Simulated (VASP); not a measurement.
# TaTe: relaxation of cell and atoms with PBE

Crystal: TaTe.

```
Ta Te
1.0
     3.42009    0.00000    0.00000
     0.00000    3.42009    0.00000
     0.00000    0.00000    3.42009
Ta Te
1 1
Direct
  0.50000 0.50000 0.50000
  0.00000 0.00000 0.00000
```

| Item | Value |
| --- | --- |
| Program | VASP 6.6.1 |
| Task | relaxation of cell and atoms |
| Functional | PBE |
| Potentials or basis | VASP PAW PBE potentials, release 64 (Ta_pv, Te) |
| Cutoff | 600 eV |
| k mesh | 8 × 8 × 8 |
| Occupations | fermi-dirac, width 0.05 eV |
| Spin | no spin polarisation |
| Target pressure | 10 GPa |
| Dipole correction | no |
| Further INCAR settings | ALGO = Normal; EDIFF = 1e-06; IBRION = 2; EDIFFG = -0.01; NSW = 60; ISIF = 3 |

```
Relaxed volume                                         : 18.86 Å³/atom
Relaxed cell                                           : a = 3.354 Å, b = 3.354 Å, c = 3.354 Å, α = 90.00°, β = 90.00°, γ = 90.00°
Space group after relaxing (to 0.05 Å)                 : Pm-3m (No. 221)
Energy change on relaxing (the enthalpy is what falls) : +34.0 meV/atom
Ionic steps                                            : 4
Pressure after relaxing                                : 9.9 GPa
```

Step by step:
| step | energy change (eV) | largest force (eV/Å) | pressure (GPa) | volume (Å³) |
| --- | --- | --- | --- | --- |
| 1 | 0.0000 | 0.0000 | 0.13 | 40.00 |
| 2 | 0.7249 | 0.0000 | 40.76 | 33.29 |
| 3 | 0.0632 | 0.0000 | 9.54 | 37.80 |
| 4 | 0.0680 | 0.0000 | 9.93 | 37.72 |

Final structure:
```yaml
crystal:
  lattice:
    - [3.35383, 0.00000, 0.00000]
    - [0.00000, 3.35383, 0.00000]
    - [0.00000, 0.00000, 3.35383]
  atoms:
    - { symbol: Ta, position: [0.50000, 0.50000, 0.50000] }
    - { symbol: Te, position: [0.00000, 0.00000, 0.00000] }
```

Levels at points of the mesh, in eV from the Fermi level:
| k point | band 7 | band 8 | band 9 | band 10 | band 11 | band 12 |
| --- | --- | --- | --- | --- | --- | --- |
| (0.00, 0.00, 0.00) | -1.41 | -1.41 | -1.41 | 1.52 | 1.52 | 1.52 |
| (0.50, 0.00, 0.00) | -3.10 | -2.19 | 1.71 | 2.98 | 4.33 | 5.50 |
| (0.50, 0.50, 0.00) | -3.58 | -0.30 | -0.30 | 0.68 | 1.77 | 3.41 |
| (0.50, 0.50, 0.50) | -7.08 | 1.60 | 1.60 | 1.60 | 3.57 | 3.57 |

It took 45 s on 1 thread of Intel(R) Xeon(R) Platinum 8488C (Sapphire Rapids), with other jobs on the host, peak memory 0.17 GiB.

Caveat: the cell is relaxed towards a set pressure, so the enthalpy falls and the energy may rise; spin-orbit coupling is left out, which moves the levels of the heavy elements.
